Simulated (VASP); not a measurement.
# Au (P6_3/mmc) in VASP: notebook

Au is run at these levels: LDA; tasks: single point, relaxation of cell and atoms.

Program: VASP 6.6.1. These are calculated values, not measurements. Logs are shortened: lines on timing, memory, paths and dates and some standing lists are left out, and cuts for length are marked.

**1. The cell of the first run**

Symmetry: P6_3/mmc, No. 194, hexagonal system. Conventional cell: a = 2.839 Å, b = 2.839 Å, c = 4.754 Å, α = 90.00°, β = 90.00°, γ = 120.00°. Au (site symmetry -6m2) has 12 Au at 2.84 to 2.89 Å within 3.7 Å.

**2. Single point, LDA**

File INCAR:

```
PREC = Accurate
ENCUT = 500
EDIFF = 1E-6
ISMEAR = 0
SIGMA = 0.1
LREAL = F
LASPH = T
NELM = 120
ALGO = Normal
ISIF = 2
LWAVE = F
LCHARG = F
NBANDS = 18
GGA_COMPAT = F
```

File KPOINTS:

```
regular mesh
0
Gamma
  18 18 10
```

File POSCAR:

```
Au
1.0
    2.8385959290      0.0000000000      0.0000000000
   -1.4192979645      2.4582961856      0.0000000000
    0.0000000000      0.0000000000      4.7537158053
Au
2
Direct
    0.3333333333      0.6666666667      0.2500000000
    0.6666666667      0.3333333333      0.7500000000
```

Potentials or basis: VASP PAW LDA potentials, release 64 (Au).

Command:

```bash
$ cat potpaw_LDA.64/Au/POTCAR > POTCAR
$ mpirun -np 1 vasp_std > vasp.out
```

OUTCAR:

```text
PREC = Accurate
   ENCUT = 500
   EDIFF = 1E-6
   ISMEAR = 0
   LREAL = F
   LASPH = T
   NELM = 120
   ISIF = 2

 ion  position               nearest neighbor table
   1  0.333  0.667  0.250-   2 2.89   2 2.89   2 2.89   2 2.89   2 2.89   2 2.89
   2  0.667  0.333  0.750-   1 2.89   1 2.89   1 2.89   1 2.89   1 2.89   1 2.89

  LATTYP: Found a hexagonal cell.
 ALAT       =     2.8385959290
 C/A-ratio  =     1.6746715363

  Lattice vectors:

 A1 = (   2.8385959290,   0.0000000000,   0.0000000000)
 A2 = (  -1.4192979645,   2.4582961856,   0.0000000000)
 A3 = (   0.0000000000,   0.0000000000,   4.7537158053)

Analysis of symmetry for initial positions (statically):
=====================================================================
 Subroutine PRICEL returns:
 Original cell was already a primitive cell.

 Routine SETGRP: Setting up the symmetry group for a
 hexagonal supercell.

 Subroutine GETGRP returns: Found 24 space group operations
 (whereof 12 operations were pure point group operations)
 out of a pool of 24 trial point group operations.

The static configuration has the point symmetry D_3d.
 The point group associated with its full space group is D_6h.

Analysis of symmetry for dynamics (positions and initial velocities):
=====================================================================
 Subroutine PRICEL returns:
 Original cell was already a primitive cell.

 Routine SETGRP: Setting up the symmetry group for a
 hexagonal supercell.

 Subroutine GETGRP returns: Found 24 space group operations
 (whereof 12 operations were pure point group operations)
 out of a pool of 24 trial point group operations.

The dynamic configuration has the point symmetry D_3d.
 The point group associated with its full space group is D_6h.

 Subroutine INISYM returns: Found 24 space group operations
 (whereof 12 operations are pure point group operations),
 and found     1 'primitive' translations

----------------------------------------------------------------------------------------

                                     Primitive cell

  volume of cell :      33.1719

  direct lattice vectors                    reciprocal lattice vectors
     2.838595929  0.000000000  0.000000000     0.352286844  0.203392904  0.000000000
    -1.419297964  2.458296186  0.000000000     0.000000000  0.406785808  0.000000000
     0.000000000  0.000000000  4.753715805     0.000000000  0.000000000  0.210361755

  length of vectors
     2.838595929  2.838595929  4.753715805     0.406785808  0.406785808  0.210361755

  position of ions in fractional coordinates (direct lattice)
     0.333333333  0.666666667  0.250000000
     0.666666667  0.333333333  0.750000000

  ion indices of the primitive-cell ions
   primitive index   ion index
                 1           1
                 2           2

----------------------------------------------------------------------------------------

 KPOINTS: regular mesh

Automatic generation of k-mesh.
 Grid dimensions read from file:
 generate k-points for:   18   18   10

 Generating k-lattice:

  Cartesian coordinates                     Fractional coordinates (reciprocal lattice)
     0.019571491  0.011299606  0.000000000     0.055555556  0.000000000  0.000000000
     0.000000000  0.022599212  0.000000000     0.000000000  0.055555556  0.000000000
     0.000000000  0.000000000  0.021036176     0.000000000  0.000000000  0.100000000

  Length of vectors
     0.022599212  0.022599212  0.021036176

  Shift w.r.t. Gamma in fractional coordinates (k-lattice)
     0.000000000  0.000000000  0.000000000

 Subroutine IBZKPT returns following result:
 ===========================================

 Found    222 irreducible k-points:

 Following reciprocal coordinates:
            Coordinates               Weight
  0.000000  0.000000  0.000000      1.000000
  0.055556  0.000000  0.000000      6.000000
  0.111111  0.000000  0.000000      6.000000
  0.166667 -0.000000  0.000000      6.000000
  0.222222  0.000000  0.000000      6.000000
  0.277778 -0.000000  0.000000      6.000000
[... 16 lines left out ...]
  0.333333  0.111111  0.000000     12.000000
  0.388889  0.111111  0.000000     12.000000
 [... further k-points ...]
   k-points           NKPTS =    222   k-points in BZ     NKDIM =    222   number of bands    NBANDS=     18
   number of dos      NEDOS =    301   number of ions     NIONS =      2
   total plane-waves  NPLWV =  20736
   dimension x,y,z NGX =    24 NGY =   24 NGZ =   36
   dimension x,y,z NGXF=    48 NGYF=   48 NGZF=   72
   ions per type =               2
   NGX,Y,Z   is equivalent  to a cutoff of  14.06, 14.06, 12.59 a.u.
   NGXF,Y,Z  is equivalent  to a cutoff of  28.11, 28.11, 25.18 a.u.
 SYSTEM =  unknown system
   PREC   = accura    normal or accurate (medium, high low for compatibility)
   ISTART =      0    job   : 0-new  1-cont  2-samecut
   ICHARG =      2    charge: 1-file 2-atom 10-const
   ISPIN  =      1    spin polarized calculation?
   LNONCOLLINEAR =      F non collinear calculations
   LSORBIT =      F    spin-orbit coupling
   LASPH  =      T    aspherical Exc in radial PAW
   ENCUT  =  500.0 eV  36.75 Ry    6.06 a.u.   5.18  5.18  8.67*2*pi/ulx,y,z
   NELM   =    120;   NELMIN=  2; NELMDL= -5     # of ELM steps
   EDIFF  = 0.1E-05   stopping-criterion for ELM
   LREAL  =      F    real-space projection
   EDIFFG = 0.1E-04   stopping-criterion for IOM
   NSW    =      0    number of steps for IOM
   IBRION =     -1    ionic relax: 0-MD 1-quasi-New 2-CG
   NFREE  =      0    steps in history (QN), initial steepest desc. (CG)
   ISIF   =      2    stress and relaxation
   ISYM   =      2    0-nonsym 1-usesym 2-fastsym
   POTIM  = 0.5000    time-step for ionic-motion
   TEBEG  =    0.0;   TEEND  =   0.0 temperature during run
   PSTRESS=    0.0 pullay stress
   NELECT =      22.0000    total number of electrons
   NUPDOWN=      -1.0000    fix difference up-down
   EMIN   =  10.00;   EMAX   =-10.00  energy-range for DOS
   EFERMI =   0.00;   METHOD = LEGACY
   ISMEAR =     0;   SIGMA  =   0.10  broadening in eV -4-tet -1-fermi 0-gaus
   EFERMI_NEDOS =   21; number of points for ismear=-14 and -15
   IALGO  =     38    algorithm
   IMIX   =      4    mixing-type and parameters
     AMIX     =   0.40;   BMIX     =  1.00
     AMIX_MAG =   1.60;   BMIX_MAG =  1.00
  volume/ion in A,a.u.               =      16.59       111.93
  Fermi-wavevector in a.u.,A,eV,Ry     =   1.427662  2.697890 27.731649  2.038219
  Thomas-Fermi vector in A             =   2.547807
   LORBIT       =      0    0 simple, 1 ext, 2 COOP (PROOUT), +10 PAW based schemes
   GGA     = CA    functional components
   LHFCALC =     F    Hartree Fock is set to
   AEXX    =    0.0000 exact exchange contribution
   IVDW    =     0    specifies the selected vdW correction
   LEPSILON=     F    determine dielectric tensor
   LRPA    =     F    only Hartree local field effects (RPA)
 non-spin polarized calculation
 Gauss-broadening in eV      SIGMA  =   0.10
  energy-cutoff  :      500.00
  volume of cell :       33.17
 maximum number of plane-waves:       857
 NGX is ok and might be reduce to    24
   NGX = 11   NGY = 11   NGZ = 17

 number of electron      22.0000000 magnetization

 Free energy of the ion-electron system (eV)
  ---------------------------------------------------
  ext. energy  EPLUGINS =         0.00000000
  ---------------------------------------------------
  free energy    TOTEN  =        -8.87207292 eV

  energy without entropy =       -8.86705115  energy(sigma->0) =       -8.86956204

 E-fermi :   9.7031     XC(G=0): -13.1406

 val. band max:        9.7023475764   @ k =   0.3333   0.1667   0.2000
 cond. band min:       9.7332027774   @ k =   0.2778   0.2222   0.2000
 fundamental gap:      0.0308552010
 Fermi energy:         9.7030659607

 k-point     1 :       0.0000    0.0000    0.0000
  band No.  band energies     occupation
      1      -0.4556      2.00000
      2       2.0575      2.00000
      3       4.7129      2.00000
      4       4.9968      2.00000
      5       4.9968      2.00000
      6       5.3314      2.00000
[... 10 lines left out ...]
     17      28.4035      0.00000
     18      28.4035      0.00000

 k-point     2 :       0.0556    0.0000    0.0000
  band No.  band energies     occupation
      1      -0.3548      2.00000
      2       2.1422      2.00000
      3       4.6724      2.00000
      4       5.0289      2.00000
      5       5.0659      2.00000
      6       5.2931      2.00000
[... 10 lines left out ...]
     17      27.8453      0.00000
     18      27.8582      0.00000

 k-point     3 :       0.1111    0.0000    0.0000
  band No.  band energies     occupation
      1      -0.0591      2.00000
      2       2.3804      2.00000
      3       4.5521      2.00000
      4       5.0972      2.00000
      5       5.2390      2.00000
      6       5.2693      2.00000
[... 10 lines left out ...]
     17      26.6924      0.00000
     18      27.7489      0.00000

 k-point     4 :       0.1667   -0.0000    0.0000
  band No.  band energies     occupation
      1       0.4092      2.00000
      2       2.7108      2.00000
      3       4.4099      2.00000
      4       4.9859      2.00000
      5       5.1624      2.00000
      6       5.4361      2.00000
[... 10 lines left out ...]
     17      26.3621      0.00000
     18      27.2011      0.00000

 k-point     5 :       0.2222    0.0000    0.0000
  band No.  band energies     occupation
      1       1.0027      2.00000
      2       2.9852      2.00000
      3       4.3841      2.00000
      4       4.5902      2.00000
      5       4.8530      2.00000
      6       5.5507      2.00000
[... 10 lines left out ...]
     17      26.6505      0.00000
     18      27.0143      0.00000

 k-point     6 :       0.2778   -0.0000    0.0000
  band No.  band energies     occupation
      1       1.6312      2.00000
      2       3.0313      2.00000
      3       4.0873      2.00000
      4       4.5779      2.00000
      5       4.8488      2.00000
      6       5.3751      2.00000
[... 10 lines left out ...]
     17      25.2229      0.00000
     18      26.6199      0.00000

 k-point     7 :       0.3333   -0.0000    0.0000
  band No.  band energies     occupation
      1       2.1529      2.00000
      2       2.9122      2.00000
      3       3.6834      2.00000
      4       4.8062      2.00000
      5       5.1336      2.00000
      6       5.2220      2.00000
[... 10 lines left out ...]
     17      23.6105      0.00000
     18      25.8756      0.00000

 k-point     8 :       0.3889   -0.0000    0.0000
  band No.  band energies     occupation
      1       2.4560      2.00000
      2       2.7678      2.00000
      3       3.3898      2.00000
      4       5.0998      2.00000
      5       5.1041      2.00000
      6       5.3052      2.00000
[... 10 lines left out ...]
     17      22.7000      0.00000
     18      25.2038      0.00000
[... 229 lines left out ...]
     17      26.7479      0.00000
     18      27.3521      0.00000

 k-point    20 :       0.1667    0.1111    0.0000
  band No.  band energies     occupation
      1       1.2677      2.00000
      2       3.2247      2.00000
      3       4.1331      2.00000
      4       4.4802      2.00000
      5       4.8928      2.00000
      6       5.2321      2.00000
[... 10 lines left out ...]
     17      26.9272      0.00000
     18      27.3649      0.00000

 k-point    21 :       0.2222    0.1111    0.0000
  band No.  band energies     occupation
      1       1.8997      2.00000
      2       3.3004      2.00000
      3       4.0375      2.00000
      4       4.2318      2.00000
      5       4.9019      2.00000
      6       5.0743      2.00000
[... 10 lines left out ...]
     17      25.5184      0.00000
     18      26.3699      0.00000

 k-point    22 :       0.2778    0.1111    0.0000
  band No.  band energies     occupation
      1       2.4368      2.00000
      2       3.1676      2.00000
      3       3.6761      2.00000
      4       4.5240      2.00000
      5       4.9667      2.00000
      6       5.0871      2.00000
[... 10 lines left out ...]
     17      23.7785      0.00000
     18      25.5431      0.00000

 k-point    23 :       0.3333    0.1111    0.0000
  band No.  band energies     occupation
      1       2.7474      2.00000
      2       3.0125      2.00000
      3       3.4108      2.00000
      4       4.9126      2.00000
      5       4.9180      2.00000
      6       5.3451      2.00000
[... 10 lines left out ...]
     17      22.9006      0.00000
     18      24.8625      0.00000

 k-point    24 :       0.3889    0.1111    0.0000
  band No.  band energies     occupation
      1       2.8560      2.00000
      2       2.9123      2.00000
      3       3.2491      2.00000
      4       4.9067      2.00000
      5       5.2189      2.00000
      6       5.3030      2.00000
[... 10 lines left out ...]
     17      22.1262      0.00000
     18      24.4512      0.00000

 [... further k-points ...]
[... 5 lines left out ...]
  --------------------------------------------------------------------------------------
  -------------------------------------------------------------------------------------
  Total        0.1198802      0.1198802      0.0799841      0.0000000      0.0000000      0.0000000
  in kB        5.7901127      5.7901127      3.8631646      0.0000000      0.0000000      0.0000000
  external PRESSURE =       5.1477967 kB  Pullay stress =       0.0000000 kB

 VOLUME and BASIS-vectors are now :
 -----------------------------------------------------------------------------
  energy-cutoff  :      500.00
  volume of cell :       33.17
      direct lattice vectors                 reciprocal lattice vectors
     2.838595929  0.000000000  0.000000000     0.352286844  0.203392904  0.000000000
    -1.419297964  2.458296186  0.000000000     0.000000000  0.406785808  0.000000000
     0.000000000  0.000000000  4.753715805     0.000000000  0.000000000  0.210361755

 POSITION                                       TOTAL-FORCE (eV/Angst)
 -----------------------------------------------------------------------------------
     -0.00000      1.63886      1.18843         0.000000      0.000000      0.000000
      1.41930      0.81943      3.56529        -0.000000      0.000000      0.000000
 -----------------------------------------------------------------------------------
    total drift:                               -0.000000      0.000000     -0.000000

  FREE ENERGIE OF THE ION-ELECTRON SYSTEM (eV)
  ---------------------------------------------------
  free  energy   TOTEN  =        -8.8720729242 eV

  energy  without entropy=       -8.8670511499  energy(sigma->0) =       -8.86956204
```

Wall time 2.4 min (1 thread of AMD EPYC 7R13, shared host); peak memory 0.19 GiB.

What came out:

* Free energy: -8.8721 eV
* Pressure: 0.5 GPa
* Band gap on the k mesh: zero (band 11 reaches 14.16 eV, above the bottom of band 12 at 7.03 eV)

Stress tensor (GPa, compression positive):
```
0.58 0.00 0.00
0.00 0.58 0.00
0.00 0.00 0.39
```

Caveat: spin-orbit coupling is left out, which moves the levels of the heavy elements.

**3. Relaxation of cell and atoms, LDA**

This run uses another cell than the first one, of 17.00 Å³/atom, 1.025 times its volume.

File INCAR:

```
SYSTEM = Au
PREC = Accurate
ENCUT = 500
EDIFF = 1E-7
ISMEAR = 0
SIGMA = 0.1
LREAL = .FALSE.
LASPH = .TRUE.
NELM = 120
ALGO = Normal
ISIF = 3
LWAVE = .FALSE.
LCHARG = .FALSE.
IBRION = 2
NSW = 100
EDIFFG = -0.002
GGA_COMPAT = .FALSE.
NELMIN = 4
```

File KPOINTS:

```
regular mesh
0
G
  18 18 10
  0 0 0
```

File POSCAR:

```
Au
1.0
    2.8861660010      0.0000000000      0.0000000000
   -1.4430830005      2.4994930764      0.0000000000
    0.0000000000      0.0000000000      4.7131090797
Au
2
Direct
    0.3333333333      0.6666666667      0.2500000000
    0.6666666667      0.3333333333      0.7500000000
```

Potentials or basis: VASP PAW LDA potentials, release 64 (Au).

Command:

```bash
$ cat potpaw_LDA.64/Au/POTCAR > POTCAR
$ mpirun -np 1 vasp_std > vasp.out
```

Wall time 14 min (1 thread of AMD EPYC 7R13, shared host); peak memory 0.2 GiB.

Results (log left out):

```yaml
Free_energy: -8.8729 eV
Relaxed_volume: 16.63 Å³/atom
Relaxed_cell: a = 2.843 Å, b = 2.843 Å, c = 4.751 Å, α = 90.00°, β = 90.00°, γ = 120.00°
Space_group_after_relaxing_to_0.05_Å: P6_3/mmc (No. 194)
Energy_gained_by_relaxing: 6.4 meV/atom
Ionic_steps: 10
Pressure_after_relaxing: 0.0 GPa
Band_gap_on_the_k_mesh: zero (band 11 reaches 14.09 eV, above the bottom of band 12 at 6.99 eV)
```

The path:
```tsv
step	energy change (eV)	largest force (eV/Å)	pressure (GPa)	volume (Å³)
1	0.0000	0.0000	-3.89	34.00
2	0.0185	0.0000	8.13	32.01
3	-0.0104	0.0000	0.19	33.23
4	-0.0104	0.0000	0.26	33.21
5	-0.0122	0.0000	0.19	33.22
6	-0.0128	0.0000	0.16	33.23
7	-0.0128	0.0000	0.17	33.23
8	-0.0128	0.0000	0.16	33.23
9	-0.0128	0.0000	-0.33	33.32
10	-0.0128	0.0000	0.00	33.26
```

Final structure:
```xyz
2
Lattice="2.8431 0.0000 0.0000 -1.4216 2.4622 0.0000 0.0000 0.0000 4.7510" Properties=species:S:1:pos:R:3 pbc="T T T"
Au    0.0000    1.6415    1.1878
Au    1.4216    0.8207    3.5633
```

Levels at points of the mesh, in eV from the Fermi level:
| k point | band 8 | band 9 | band 10 | band 11 | band 12 | band 13 | band 14 | band 15 |
| --- | --- | --- | --- | --- | --- | --- | --- | --- |
| (0.00, 0.00, 0.00) | -3.64 | -3.64 | -2.18 | -2.18 | -1.24 | 2.89 | 14.56 | 15.80 |
| (0.50, 0.00, 0.00) | -1.91 | -1.86 | -1.66 | 0.39 | 1.65 | 5.85 | 7.41 | 7.58 |
| (0.00, 0.00, 0.50) | -4.73 | -2.66 | -2.66 | -2.66 | -2.66 | 10.93 | 10.93 | 14.86 |
| (0.50, 0.00, 0.50) | -2.45 | -1.74 | -1.74 | 0.40 | 0.40 | 4.13 | 4.13 | 13.39 |

Caveat: spin-orbit coupling is left out, which moves the levels of the heavy elements.
